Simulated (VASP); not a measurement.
# SnO (Pmn2_1) in VASP: single point with PBEsol

Aim: the single point of SnO with PBEsol.

All numbers are computed with VASP 6.6.1; they aren't measurements. Logs are shortened: lines on timing, memory, paths and dates and some standing lists are left out, and cuts for length are marked.

### 1 The cell of the first run

The structure is orthorhombic, space group Pmn2_1 (No. 31). The conventional cell has a = 3.355 Å, b = 5.674 Å, c = 4.222 Å, α = 90.00°, β = 90.00°, γ = 90.00°. Within 2.8 Å of Sn (site symmetry m) lie 3 O at 2.15 to 2.16 Å. Within 2.8 Å of O (site symmetry m) lie 3 Sn at 2.15 to 2.16 Å.

### 2 Single point, PBEsol

Input file INCAR:

```
  PREC = Accurate
  ENCUT = 520
  EDIFF = 1E-6
  ISMEAR = -1
  SIGMA = 0.02
  LREAL = F
  LASPH = T
  NELM = 60
  ALGO = Normal
  ISIF = 2
  LWAVE = F
  LCHARG = T
  GGA = PS
  LELF = T
  LVHAR = T
  NBANDS = 28
```

Input file KPOINTS:

```
Automatic mesh
0
Gamma
  8 5 6
```

Input file POSCAR:

```
SnO
1.0
    3.3550050000      0.0000000000      0.0000000000
    0.0000000000      5.6741040000      0.0000000000
    0.0000000000      0.0000000000      4.2219700000
Sn O
2 2
Direct
    0.5000000000      0.7680910000      0.0131440000
    0.0000000000      0.2319090000      0.5131440000
    0.5000000000      0.1087500000      0.2368570000
    0.0000000000      0.8912500000      0.7368570000
```

Potentials or basis: VASP PAW PBE potentials, release 64 (Sn_d, O).

Command:

```
cat potpaw_PBE.64/Sn_d/POTCAR potpaw_PBE.64/O/POTCAR > POTCAR
mpirun -np 1 vasp_std > vasp.out
```

OUTCAR:

```text
PREC = Accurate
   ENCUT = 520
   EDIFF = 1E-6
   ISMEAR = -1
   LREAL = F
   LASPH = T
   NELM = 60
   ISIF = 2
   GGA = PS

 ion  position               nearest neighbor table
   1  0.500  0.768  0.013-   3 2.15   4 2.16   4 2.16
   2  0.000  0.232  0.513-   4 2.15   3 2.16   3 2.16
   3  0.500  0.109  0.237-   1 2.15   2 2.16   2 2.16
   4  0.000  0.891  0.737-   2 2.15   1 2.16   1 2.16

  LATTYP: Found a simple orthorhombic cell.
 ALAT       =     3.3550050000
 B/A-ratio  =     1.2584094510
 C/A-ratio  =     1.6912356315

  Lattice vectors:

 A1 = (  -3.3550050000,   0.0000000000,   0.0000000000)
 A2 = (   0.0000000000,   0.0000000000,   4.2219700000)
 A3 = (   0.0000000000,   5.6741040000,   0.0000000000)

Analysis of symmetry for initial positions (statically):
=====================================================================
 Subroutine PRICEL returns:
 Original cell was already a primitive cell.

 Routine SETGRP: Setting up the symmetry group for a
 simple orthorhombic supercell.

 Subroutine GETGRP returns: Found  4 space group operations
 (whereof  2 operations were pure point group operations)
 out of a pool of  8 trial point group operations.

The static configuration has the point symmetry C_1h.
 The point group associated with its full space group is C_2v.

Analysis of symmetry for dynamics (positions and initial velocities):
=====================================================================
 Subroutine PRICEL returns:
 Original cell was already a primitive cell.

 Routine SETGRP: Setting up the symmetry group for a
 simple orthorhombic supercell.

 Subroutine GETGRP returns: Found  4 space group operations
 (whereof  2 operations were pure point group operations)
 out of a pool of  8 trial point group operations.

The dynamic configuration has the point symmetry C_1h.
 The point group associated with its full space group is C_2v.

 Subroutine INISYM returns: Found  4 space group operations
 (whereof  2 operations are pure point group operations),
 and found     1 'primitive' translations

----------------------------------------------------------------------------------------

                                     Primitive cell

  volume of cell :      80.3722

  direct lattice vectors                    reciprocal lattice vectors
     3.355005000  0.000000000  0.000000000     0.298062149  0.000000000  0.000000000
     0.000000000  5.674104000  0.000000000     0.000000000  0.176239279  0.000000000
     0.000000000  0.000000000  4.221970000     0.000000000  0.000000000  0.236856254

  length of vectors
     3.355005000  5.674104000  4.221970000     0.298062149  0.176239279  0.236856254

  position of ions in fractional coordinates (direct lattice)
     0.500000000  0.768091000  0.013144000
     0.000000000  0.231909000  0.513144000
     0.500000000  0.108750000  0.236857000
     0.000000000  0.891250000  0.736857000

  ion indices of the primitive-cell ions
   primitive index   ion index
                 1           1
                 2           2
                 3           3
                 4           4

----------------------------------------------------------------------------------------

 KPOINTS: Automatic mesh

Automatic generation of k-mesh.
 Grid dimensions read from file:
 generate k-points for:    8    5    6

 Generating k-lattice:

  Cartesian coordinates                     Fractional coordinates (reciprocal lattice)
     0.037257769  0.000000000  0.000000000     0.125000000  0.000000000  0.000000000
     0.000000000  0.035247856  0.000000000     0.000000000  0.200000000  0.000000000
     0.000000000  0.000000000  0.039476042     0.000000000  0.000000000  0.166666667

  Length of vectors
     0.037257769  0.035247856  0.039476042

  Shift w.r.t. Gamma in fractional coordinates (k-lattice)
     0.000000000  0.000000000  0.000000000

 Subroutine IBZKPT returns following result:
 ===========================================

 Found     60 irreducible k-points:

 Following reciprocal coordinates:
            Coordinates               Weight
  0.000000  0.000000  0.000000      1.000000
  0.125000  0.000000  0.000000      2.000000
  0.250000  0.000000  0.000000      2.000000
  0.375000  0.000000  0.000000      2.000000
  0.500000  0.000000  0.000000      1.000000
  0.000000  0.200000  0.000000      2.000000
[... 16 lines left out ...]
  0.250000  0.200000  0.166667      8.000000
  0.375000  0.200000  0.166667      8.000000
 [... further k-points ...]
   k-points           NKPTS =     60   k-points in BZ     NKDIM =     60   number of bands    NBANDS=     28
   number of dos      NEDOS =    301   number of ions     NIONS =      4
   total plane-waves  NPLWV =  37632
   dimension x,y,z NGX =    28 NGY =   42 NGZ =   32
   dimension x,y,z NGXF=    56 NGYF=   84 NGZF=   64
   ions per type =               2   2
   NGX,Y,Z   is equivalent  to a cutoff of  13.87, 12.31, 12.60 a.u.
   NGXF,Y,Z  is equivalent  to a cutoff of  27.75, 24.61, 25.20 a.u.
 SYSTEM =  unknown system
   PREC   = accura    normal or accurate (medium, high low for compatibility)
   ISTART =      0    job   : 0-new  1-cont  2-samecut
   ICHARG =      2    charge: 1-file 2-atom 10-const
   ISPIN  =      1    spin polarized calculation?
   LNONCOLLINEAR =      F non collinear calculations
   LSORBIT =      F    spin-orbit coupling
   LASPH  =      T    aspherical Exc in radial PAW
   ENCUT  =  520.0 eV  38.22 Ry    6.18 a.u.   6.24 10.55  7.85*2*pi/ulx,y,z
   NELM   =     60;   NELMIN=  2; NELMDL= -5     # of ELM steps
   EDIFF  = 0.1E-05   stopping-criterion for ELM
   LREAL  =      F    real-space projection
   EDIFFG = 0.1E-04   stopping-criterion for IOM
   NSW    =      0    number of steps for IOM
   IBRION =     -1    ionic relax: 0-MD 1-quasi-New 2-CG
   NFREE  =      0    steps in history (QN), initial steepest desc. (CG)
   ISIF   =      2    stress and relaxation
   ISYM   =      2    0-nonsym 1-usesym 2-fastsym
   POTIM  = 0.5000    time-step for ionic-motion
   TEBEG  =    0.0;   TEEND  =   0.0 temperature during run
   PSTRESS=    0.0 pullay stress
   NELECT =      40.0000    total number of electrons
   NUPDOWN=      -1.0000    fix difference up-down
   EMIN   =  10.00;   EMAX   =-10.00  energy-range for DOS
   EFERMI =   0.00;   METHOD = LEGACY
   ISMEAR =    -1;   SIGMA  =   0.02  broadening in eV -4-tet -1-fermi 0-gaus
   EFERMI_NEDOS =   21; number of points for ismear=-14 and -15
   IALGO  =     38    algorithm
   IMIX   =      4    mixing-type and parameters
     AMIX     =   0.40;   BMIX     =  1.00
     AMIX_MAG =   1.60;   BMIX_MAG =  1.00
  volume/ion in A,a.u.               =      20.09       135.59
  Fermi-wavevector in a.u.,A,eV,Ry     =   1.297357  2.451650 22.900458  1.683136
  Thomas-Fermi vector in A             =   2.428755
   LORBIT       =      0    0 simple, 1 ext, 2 COOP (PROOUT), +10 PAW based schemes
   GGA     = PS    functional components
   LHFCALC =     F    Hartree Fock is set to
   AEXX    =    0.0000 exact exchange contribution
   IVDW    =     0    specifies the selected vdW correction
   LEPSILON=     F    determine dielectric tensor
   LRPA    =     F    only Hartree local field effects (RPA)
 non-spin polarized calculation
  energy-cutoff  :      520.00
  volume of cell :       80.37
 maximum number of plane-waves:      2186
 NGX is ok and might be reduce to    28
   NGX = 13   NGY = 21   NGZ = 15

 number of electron      39.9999992 magnetization

 Free energy of the ion-electron system (eV)
  ---------------------------------------------------
  ext. energy  EPLUGINS =         0.00000000
  ---------------------------------------------------
  free energy    TOTEN  =       -23.79589321 eV

  energy without entropy =      -23.79589321  energy(sigma->0) =      -23.79589321

 E-fermi :   5.1484     XC(G=0):  -9.7645

 val. band max:        4.7073042257   @ k =   0.0000   0.0000   0.0000
 cond. band min:       6.1299644877   @ k =   0.3750   0.4000   0.0000
 fundamental gap:      1.4226602620
 Fermi energy:         5.1483542490

 k-point     1 :       0.0000    0.0000    0.0000
  band No.  band energies     occupation
      1     -16.4166      2.00000
      2     -16.0898      2.00000
      3     -16.0057      2.00000
      4     -15.9794      2.00000
      5     -15.9519      2.00000
      6     -15.9206      2.00000
[... 20 lines left out ...]
     27      13.3581      0.00000
     28      13.9403      0.00000

 k-point     2 :       0.1250    0.0000    0.0000
  band No.  band energies     occupation
      1     -16.4097      2.00000
      2     -16.0796      2.00000
      3     -16.0162      2.00000
      4     -15.9959      2.00000
      5     -15.9603      2.00000
      6     -15.9206      2.00000
[... 20 lines left out ...]
     27      13.3867      0.00000
     28      14.0623      0.00000

 k-point     3 :       0.2500    0.0000    0.0000
  band No.  band energies     occupation
      1     -16.4017      2.00000
      2     -16.1731      2.00000
      3     -15.9904      2.00000
      4     -15.9773      2.00000
      5     -15.9640      2.00000
      6     -15.9258      2.00000
[... 20 lines left out ...]
     27      12.9712      0.00000
     28      14.2245      0.00000

 k-point     4 :       0.3750    0.0000    0.0000
  band No.  band energies     occupation
      1     -16.3984      2.00000
      2     -16.2948      2.00000
      3     -15.9729      2.00000
      4     -15.9571      2.00000
      5     -15.9413      2.00000
      6     -15.9285      2.00000
[... 20 lines left out ...]
     27      12.9598      0.00000
     28      14.4002      0.00000

 k-point     5 :       0.5000    0.0000    0.0000
  band No.  band energies     occupation
      1     -16.3715      2.00000
      2     -16.3715      2.00000
      3     -15.9641      2.00000
      4     -15.9641      2.00000
      5     -15.9291      2.00000
      6     -15.9291      2.00000
[... 20 lines left out ...]
     27      13.9390      0.00000
     28      13.9390      0.00000

 k-point     6 :       0.0000    0.2000    0.0000
  band No.  band energies     occupation
      1     -16.4138      2.00000
      2     -16.0913      2.00000
      3     -16.0034      2.00000
      4     -15.9783      2.00000
      5     -15.9530      2.00000
      6     -15.9233      2.00000
[... 463 lines left out ...]
      5     -15.9567      2.00000
      6     -15.9381      2.00000
[... 20 lines left out ...]
     27      13.6264      0.00000
     28      14.4005      0.00000

 k-point    22 :       0.1250    0.2000    0.1667
  band No.  band energies     occupation
      1     -16.3934      2.00000
      2     -16.1149      2.00000
      3     -16.0096      2.00000
      4     -15.9908      2.00000
      5     -15.9632      2.00000
      6     -15.9327      2.00000
[... 20 lines left out ...]
     27      14.0152      0.00000
     28      14.6713      0.00000

 k-point    23 :       0.2500    0.2000    0.1667
  band No.  band energies     occupation
      1     -16.3928      2.00000
      2     -16.1977      2.00000
      3     -15.9925      2.00000
      4     -15.9784      2.00000
      5     -15.9590      2.00000
      6     -15.9329      2.00000
[... 20 lines left out ...]
     27      13.8625      0.00000
     28      14.8165      0.00000

 k-point    24 :       0.3750    0.2000    0.1667
  band No.  band energies     occupation
      1     -16.3987      2.00000
      2     -16.3097      2.00000
      3     -15.9765      2.00000
      4     -15.9668      2.00000
      5     -15.9358      2.00000
      6     -15.9265      2.00000
[... 20 lines left out ...]
     27      13.5635      0.00000
     28      14.6006      0.00000

 [... further k-points ...]

------------------------ aborting loop because EDIFF is reached ----------------------------------------

  FORCE on cell =-STRESS in cart. coord.  units (eV):
  Direction    XX          YY          ZZ          XY          YZ          ZX
  --------------------------------------------------------------------------------------
  -------------------------------------------------------------------------------------
  Total       -1.7540411     -1.2943448     -1.2794591      0.0000000      0.0000000      0.0000000
  in kB      -34.9659033    -25.8020941    -25.5053557      0.0000000      0.0000000      0.0000000
  external PRESSURE =     -28.7577844 kB  Pullay stress =       0.0000000 kB

 VOLUME and BASIS-vectors are now :
 -----------------------------------------------------------------------------
  energy-cutoff  :      520.00
  volume of cell :       80.37
      direct lattice vectors                 reciprocal lattice vectors
     3.355005000  0.000000000  0.000000000     0.298062149  0.000000000  0.000000000
     0.000000000  5.674104000  0.000000000     0.000000000  0.176239279  0.000000000
     0.000000000  0.000000000  4.221970000     0.000000000  0.000000000  0.236856254

 POSITION                                       TOTAL-FORCE (eV/Angst)
 -----------------------------------------------------------------------------------
      1.67750      4.35823      0.05549         0.000000      0.335214     -0.098209
      0.00000      1.31588      2.16648         0.000000     -0.335214     -0.098209
      1.67750      0.61706      1.00000         0.000000     -0.122189      0.098209
      0.00000      5.05705      3.11099         0.000000      0.122189      0.098209
 -----------------------------------------------------------------------------------
    total drift:                                0.000000      0.000000      0.000047

  FREE ENERGIE OF THE ION-ELECTRON SYSTEM (eV)
  ---------------------------------------------------
  free  energy   TOTEN  =       -23.7958932119 eV

  energy  without entropy=      -23.7958932119  energy(sigma->0) =      -23.79589321
```

It took 92 s on 1 thread of Intel Xeon Platinum 8259CL at 2.50GHz (Skylake/Cascade Lake), shared host; peak memory 0.25 GiB.

Results:

```
Free energy            : -23.7959 eV
Pressure               : -2.9 GPa
Largest force          : 0.349 eV/Å
Band gap on the k mesh : 1.42 eV, indirect (least direct gap 2.01 eV)
```

Forces in eV/Å, atoms in the order of the input:
```
Sn   0.000  0.335 -0.098
Sn   0.000 -0.335 -0.098
O    0.000 -0.122  0.098
O    0.000  0.122  0.098
```

Stress tensor (GPa, compression positive):
```
-3.50  0.00  0.00
 0.00 -2.58  0.00
 0.00  0.00 -2.55
```

Levels at points of the mesh, in eV from the valence-band top:
| k point | band 18 | band 19 | band 20 | band 21 | band 22 | band 23 |
| --- | --- | --- | --- | --- | --- | --- |
| (0.00, 0.00, 0.00) | -2.64 | -2.05 | 0.00 | 2.61 | 3.10 | 5.81 |
| (0.50, 0.00, 0.00) | -2.58 | -1.25 | -1.25 | 2.53 | 2.53 | 5.48 |
| (0.00, 0.00, 0.50) | -3.20 | -1.66 | -1.66 | 2.61 | 2.61 | 5.17 |
| (0.50, 0.00, 0.50) | -3.15 | -1.08 | -1.08 | 2.06 | 2.06 | 4.55 |

Caveat: the PAW data sets were made with another functional, which shifts forces and pressure a little; spin-orbit coupling is left out, which moves the levels of the heavy elements. PBEsol gaps usually lie below the measured ones, often by a third to a half.
